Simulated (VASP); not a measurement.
# Y (Fd-3m) in VASP: further runs

Runs on Y. Level: PBE. Tasks: relaxation of cell and atoms.

All numbers are computed with VASP 6.6.1; they aren't measurements. Logs are shortened: lines on timing, memory, paths and dates and some standing lists are left out, and cuts for length are marked.

## (1) The cell of the first run

It takes space group Fd-3m (No. 227, cubic). Conventional cell: a = 7.000 Å, b = 7.000 Å, c = 7.000 Å, α = 90.00°, β = 90.00°, γ = 90.00°. Within 4.0 Å of Y (site symmetry -43m) lie 4 Y at 3.03 Å.

This isn't the form of Y at room conditions, which is hcp.

## (2) Relaxation of cell and atoms, PBE

File INCAR:

```
PREC = Accurate ; ENCUT = 600
EDIFF = 1E-6 ; ISMEAR = -1
SIGMA = 0.05 ; LREAL = False
LASPH = True ; NELM = 80
ALGO = Normal ; ISIF = 3
LWAVE = False ; LCHARG = False
GGA = PE ; IBRION = 2
NSW = 80 ; EDIFFG = -0.01
```

File KPOINTS:

```
Automatic mesh
0
Gamma
  4 4 4
```

File POSCAR:

```
Y
1.0
    0.0000000000      3.5000000000      3.5000000000
    3.5000000000      0.0000000000      3.5000000000
    3.5000000000      3.5000000000      0.0000000000
Y
2
Direct
    0.0000000000      0.0000000000      0.0000000000
    0.2500000000      0.2500000000      0.2500000000
```

Potentials or basis: VASP PAW PBE potentials, release 64 (Y_sv).

Run with:

```console
$ cat potpaw_PBE.64/Y_sv/POTCAR > POTCAR
$ mpirun -np 1 vasp_std > vasp.out
```

OUTCAR:

```text
PREC = Accurate
   ENCUT = 600
   EDIFF = 1E-6
   ISMEAR = -1
   LREAL = False
   LASPH = True
   NELM = 80
   ISIF = 3
   GGA = PE
   IBRION = 2
   NSW = 80
   EDIFFG = -0.01

 ion  position               nearest neighbor table
   1  0.000  0.000  0.000-   2 3.03   2 3.03   2 3.03   2 3.03
   2  0.250  0.250  0.250-   1 3.03   1 3.03   1 3.03   1 3.03

  LATTYP: Found a face centered cubic cell.
 ALAT       =     7.0000000000

  Lattice vectors:

 A1 = (   0.0000000000,   3.5000000000,   3.5000000000)
 A2 = (   3.5000000000,   0.0000000000,   3.5000000000)
 A3 = (   3.5000000000,   3.5000000000,   0.0000000000)

Analysis of symmetry for initial positions (statically):
=====================================================================
 Subroutine PRICEL returns:
 Original cell was already a primitive cell.

 Routine SETGRP: Setting up the symmetry group for a
 face centered cubic supercell.

 Subroutine GETGRP returns: Found 48 space group operations
 (whereof 24 operations were pure point group operations)
 out of a pool of 48 trial point group operations.

The static configuration has the point symmetry T_d .
 The point group associated with its full space group is O_h .

Analysis of symmetry for dynamics (positions and initial velocities):
=====================================================================
 Subroutine PRICEL returns:
 Original cell was already a primitive cell.

 Routine SETGRP: Setting up the symmetry group for a
 face centered cubic supercell.

 Subroutine GETGRP returns: Found 48 space group operations
 (whereof 24 operations were pure point group operations)
 out of a pool of 48 trial point group operations.

The dynamic configuration has the point symmetry T_d .
 The point group associated with its full space group is O_h .

 Subroutine INISYM returns: Found 48 space group operations
 (whereof 24 operations are pure point group operations),
 and found     1 'primitive' translations

----------------------------------------------------------------------------------------

                                     Primitive cell

  volume of cell :      85.7500

  direct lattice vectors                    reciprocal lattice vectors
     0.000000000  3.500000000  3.500000000    -0.142857143  0.142857143  0.142857143
     3.500000000  0.000000000  3.500000000     0.142857143 -0.142857143  0.142857143
     3.500000000  3.500000000  0.000000000     0.142857143  0.142857143 -0.142857143

  length of vectors
     4.949747468  4.949747468  4.949747468     0.247435830  0.247435830  0.247435830

  position of ions in fractional coordinates (direct lattice)
     0.000000000  0.000000000  0.000000000
     0.250000000  0.250000000  0.250000000

  ion indices of the primitive-cell ions
   primitive index   ion index
                 1           1
                 2           2

----------------------------------------------------------------------------------------

 KPOINTS: Automatic mesh

Automatic generation of k-mesh.
 Grid dimensions read from file:
 generate k-points for:    4    4    4

 Generating k-lattice:

  Cartesian coordinates                     Fractional coordinates (reciprocal lattice)
    -0.035714286  0.035714286  0.035714286     0.250000000  0.000000000  0.000000000
     0.035714286 -0.035714286  0.035714286     0.000000000  0.250000000  0.000000000
     0.035714286  0.035714286 -0.035714286     0.000000000  0.000000000  0.250000000

  Length of vectors
     0.061858957  0.061858957  0.061858957

  Shift w.r.t. Gamma in fractional coordinates (k-lattice)
     0.000000000  0.000000000  0.000000000

 Subroutine IBZKPT returns following result:
 ===========================================

 Found      8 irreducible k-points:

 Following reciprocal coordinates:
            Coordinates               Weight
  0.000000  0.000000  0.000000      1.000000
  0.250000  0.000000  0.000000      8.000000
  0.500000  0.000000  0.000000      4.000000
  0.250000  0.250000  0.000000      6.000000
  0.500000  0.250000  0.000000     24.000000
 -0.250000  0.250000  0.000000     12.000000
  0.500000  0.500000  0.000000      3.000000
 -0.250000  0.500000  0.250000      6.000000
   k-points           NKPTS =      8   k-points in BZ     NKDIM =      8   number of bands    NBANDS=     15
   number of dos      NEDOS =    301   number of ions     NIONS =      2
   total plane-waves  NPLWV =  64000
   dimension x,y,z NGX =    40 NGY =   40 NGZ =   40
   dimension x,y,z NGXF=    80 NGYF=   80 NGZF=   80
   ions per type =               2
   NGX,Y,Z   is equivalent  to a cutoff of  13.43, 13.43, 13.43 a.u.
   NGXF,Y,Z  is equivalent  to a cutoff of  26.87, 26.87, 26.87 a.u.
 SYSTEM =  unknown system
   PREC   = accura    normal or accurate (medium, high low for compatibility)
   ISTART =      0    job   : 0-new  1-cont  2-samecut
   ICHARG =      2    charge: 1-file 2-atom 10-const
   ISPIN  =      1    spin polarized calculation?
   LNONCOLLINEAR =      F non collinear calculations
   LSORBIT =      F    spin-orbit coupling
   LASPH  =      T    aspherical Exc in radial PAW
   ENCUT  =  600.0 eV  44.10 Ry    6.64 a.u.   9.89  9.89  9.89*2*pi/ulx,y,z
   NELM   =     80;   NELMIN=  2; NELMDL= -5     # of ELM steps
   EDIFF  = 0.1E-05   stopping-criterion for ELM
   LREAL  =      F    real-space projection
   EDIFFG = -.1E-01   stopping-criterion for IOM
   NSW    =     80    number of steps for IOM
   IBRION =      2    ionic relax: 0-MD 1-quasi-New 2-CG
   NFREE  =      1    steps in history (QN), initial steepest desc. (CG)
   ISIF   =      3    stress and relaxation
   ISYM   =      2    0-nonsym 1-usesym 2-fastsym
   POTIM  = 0.5000    time-step for ionic-motion
   TEBEG  =    0.0;   TEEND  =   0.0 temperature during run
   PSTRESS=    0.0 pullay stress
   NELECT =      22.0000    total number of electrons
   NUPDOWN=      -1.0000    fix difference up-down
   EMIN   =  10.00;   EMAX   =-10.00  energy-range for DOS
   EFERMI =   0.00;   METHOD = LEGACY
   ISMEAR =    -1;   SIGMA  =   0.05  broadening in eV -4-tet -1-fermi 0-gaus
   EFERMI_NEDOS =   21; number of points for ismear=-14 and -15
   IALGO  =     38    algorithm
   IMIX   =      4    mixing-type and parameters
     AMIX     =   0.40;   BMIX     =  1.00
     AMIX_MAG =   1.60;   BMIX_MAG =  1.00
  volume/ion in A,a.u.               =      42.88       289.33
  Fermi-wavevector in a.u.,A,eV,Ry     =   1.040250  1.965787 14.723134  1.082120
  Thomas-Fermi vector in A             =   2.174817
   LORBIT       =      0    0 simple, 1 ext, 2 COOP (PROOUT), +10 PAW based schemes
   GGA     = PE    functional components
   LHFCALC =     F    Hartree Fock is set to
   AEXX    =    0.0000 exact exchange contribution
   IVDW    =     0    specifies the selected vdW correction
   LEPSILON=     F    determine dielectric tensor
   LRPA    =     F    only Hartree local field effects (RPA)
 conjugate gradient relaxation of ions
 non-spin polarized calculation
  energy-cutoff  :      600.00
  volume of cell :       85.75
 maximum number of plane-waves:      2884
   NGX = 19   NGY = 19   NGZ = 19

--------------------------------------- Ionic step        1  -------------------------------------------

 number of electron      22.0000002 magnetization

 Free energy of the ion-electron system (eV)
  ---------------------------------------------------
  ext. energy  EPLUGINS =         0.00000000
  ---------------------------------------------------
  free energy    TOTEN  =        -8.91372935 eV

  energy without entropy =       -8.86926445  energy(sigma->0) =       -8.89149690

------------------------ aborting loop because EDIFF is reached ----------------------------------------

  FORCE on cell =-STRESS in cart. coord.  units (eV):
  Direction    XX          YY          ZZ          XY          YZ          ZX
  --------------------------------------------------------------------------------------
  -------------------------------------------------------------------------------------
  Total        0.0705503      0.0705503      0.0705503      0.0000000      0.0000000     -0.0000000
  in kB        1.3181827      1.3181827      1.3181827      0.0000000      0.0000000     -0.0000000
  external PRESSURE =       1.3181827 kB  Pullay stress =       0.0000000 kB

 VOLUME and BASIS-vectors are now :
 -----------------------------------------------------------------------------
  energy-cutoff  :      600.00
  volume of cell :       85.75
      direct lattice vectors                 reciprocal lattice vectors
     0.000000000  3.500000000  3.500000000    -0.142857143  0.142857143  0.142857143
     3.500000000  0.000000000  3.500000000     0.142857143 -0.142857143  0.142857143
     3.500000000  3.500000000  0.000000000     0.142857143  0.142857143 -0.142857143
[... 181 lines left out ...]
 POSITION                                       TOTAL-FORCE (eV/Angst)
 -----------------------------------------------------------------------------------
      0.00000      0.00000      0.00000         0.000000      0.000000      0.000000
      1.79572      1.79572      1.79572        -0.000000     -0.000000     -0.000000
 -----------------------------------------------------------------------------------
    total drift:                               -0.000000     -0.000000      0.000000

  FREE ENERGIE OF THE ION-ELECTRON SYSTEM (eV)
  ---------------------------------------------------
  free  energy   TOTEN  =        -8.9276500573 eV

  energy  without entropy=       -8.8863148923  energy(sigma->0) =       -8.90698247

--------------------------------------- Ionic step        7  -------------------------------------------

 number of electron      22.0000000 magnetization

 Free energy of the ion-electron system (eV)
  ---------------------------------------------------
  ext. energy  EPLUGINS =         0.00000000
  ---------------------------------------------------
  free energy    TOTEN  =        -8.92769491 eV

  energy without entropy =       -8.88672821  energy(sigma->0) =       -8.90721156

 E-fermi :   0.9842     XC(G=0):  -7.9649

 val. band max:        0.9597195312   @ k =   0.2500   0.0000   0.0000
 cond. band min:       1.1176677507   @ k =   0.5000   0.0000   0.0000
 fundamental gap:      0.1579482195
 Fermi energy:         0.9842312150

 k-point     1 :       0.0000    0.0000    0.0000
  band No.  band energies     occupation
      1     -42.3004      2.00000
      2     -42.0827      2.00000
      3     -22.4535      2.00000
      4     -22.4535      2.00000
      5     -22.4535      2.00000
      6     -21.9499      2.00000
      7     -21.9499      2.00000
      8     -21.9499      2.00000
      9      -2.4817      2.00000
     10       1.1233      0.11665
     11       1.1233      0.11665
     12       1.4984      0.00007
     13       1.4984      0.00007
     14       1.4984      0.00007
     15       2.9750      0.00000
[... 146 lines left out ...]
 POSITION                                       TOTAL-FORCE (eV/Angst)
 -----------------------------------------------------------------------------------
      0.00000      0.00000      0.00000         0.000000     -0.000000     -0.000000
      1.79877      1.79877      1.79877        -0.000000      0.000000      0.000000
 -----------------------------------------------------------------------------------
    total drift:                               -0.000000     -0.000000      0.000000

  FREE ENERGIE OF THE ION-ELECTRON SYSTEM (eV)
  ---------------------------------------------------
  free  energy   TOTEN  =        -8.9276949078 eV

  energy  without entropy=       -8.8867282089  energy(sigma->0) =       -8.90721156

 reached required accuracy - stopping structural energy minimisation
```

It took 82 s on 1 thread of Intel Xeon Platinum 8488C (Sapphire Rapids), shared host; peak memory 0.25 GiB.

What came out:

| Item | Value |
| --- | --- |
| Free energy | -8.9277 eV |
| Relaxed volume | 46.56 Å³/atom |
| Relaxed cell | a = 5.088 Å, b = 5.088 Å, c = 5.088 Å, α = 60.00°, β = 60.00°, γ = 60.00° |
| Space group after relaxing (to 0.1 Å) | Fd-3m (No. 227) |
| Energy gained by relaxing | 7.0 meV/atom |
| Ionic steps | 7 |
| Pressure after relaxing | 0.0 GPa |
| Band gap on the k mesh | zero (bands 11 and 12 overlap by 0.86 eV) |

The path:
```tsv
step	energy change (eV)	largest force (eV/Å)	pressure (GPa)	volume (Å³)
1	0.0000	0.0000	0.13	85.75
2	-0.0005	0.0000	0.21	86.19
3	-0.0029	0.0000	0.37	87.51
4	-0.0103	0.0000	0.39	90.20
5	-0.0100	0.0000	-0.46	95.75
6	-0.0139	0.0000	0.07	92.65
7	-0.0140	0.0000	-0.02	93.12
```

Final structure:
```xyz
2
Lattice="0.0000 3.5975 3.5975 3.5975 0.0000 3.5975 3.5975 3.5975 0.0000" Properties=species:S:1:pos:R:3 pbc="T T T"
Y     0.0000    0.0000    0.0000
Y     1.7988    1.7988    1.7988
```

Caveat: the k points lie up to 0.38 Å⁻¹ apart in the final cell, too coarse for converged energies and pressures of a metal.

(Continued in part 2 of 2.)

The gap in the log of VASP goes by the Fermi energy; the results here count the filled bands.